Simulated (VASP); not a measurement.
Crystal: B2AsH2.

```
B H As
1.0
     4.37049    0.00000    0.00000
    -2.18525    3.78496    0.00000
     0.00000    0.00000    3.95570
B H As
2 2 1
Direct
  0.33333 0.66667 0.50000
  0.66667 0.33333 0.50000
  0.00000 0.00000 0.14179
  0.00000 0.00000 0.85821
  0.00000 0.00000 0.50000
```

The cell was generated, and may not be a known phase.

```yaml
Program: VASP 6.6.1
Task: relaxation of cell and atoms
Functional: PBE
Potentials_or_basis: VASP PAW PBE potentials, release 64 (B, H, As_d)
Cutoff: 560 eV
k_mesh: 6 × 6 × 4
Occupations: gaussian, width 0.1 eV
Spin: no spin polarisation
```

At the start: pressure -3.4 GPa; volume 13.09 Å³/atom.

Task: Where does the relaxation end?

Result: Over 13 steps the energy falls by 656.2 meV/atom and the volume is 15.46 Å³/atom (+18.1 %); space group P6/mmm (No. 191, to 0.1 Å) before and after.

The path:
```csv
step,energy change (eV),largest force (eV/Å),pressure (GPa),volume (Å³)
1,0.0000,3.7073,-3.43,65.44
2,-2.0011,0.4898,-2.76,62.26
3,-2.2988,3.7194,0.25,60.26
4,-2.5710,2.4506,7.77,57.68
5,-2.8482,0.7987,4.52,59.06
6,-2.9726,0.6333,4.21,61.54
7,-3.1714,1.4993,4.57,68.93
8,-3.2331,0.6212,3.24,71.26
9,-3.2655,0.5901,1.16,75.22
10,-3.2661,0.4546,1.42,74.72
11,-3.2755,0.3221,0.78,75.86
12,-3.2804,0.1220,-0.08,77.50
13,-3.2808,0.0017,0.05,77.29
```

Final structure:
```cif
data_structure
_symmetry_space_group_name_H-M 'P 1'
_symmetry_Int_Tables_number 1
_cell_length_a 3.7808
_cell_length_b 3.7808
_cell_length_c 6.2433
_cell_angle_alpha 90.000
_cell_angle_beta 90.000
_cell_angle_gamma 120.000
_cell_volume 77.29
loop_
_atom_site_label
_atom_site_type_symbol
_atom_site_fract_x
_atom_site_fract_y
_atom_site_fract_z
_atom_site_occupancy
B1 B 0.33333 0.66667 0.50000 1
B2 B 0.66667 0.33333 0.50000 1
H1 H 0.00000 0.00000 0.05987 1
H2 H 0.00000 0.00000 0.94013 1
As1 As 0.00000 0.00000 0.50000 1
```

Caveat: the k points lie up to 0.32 Å⁻¹ apart in the final cell, too coarse for converged energies and pressures of a metal; the volume moved by over 15 % at a fixed basis, so the end points are rough; an odd number of electrons without spin polarisation forces a metal; a magnetic or distorted state may lie lower.
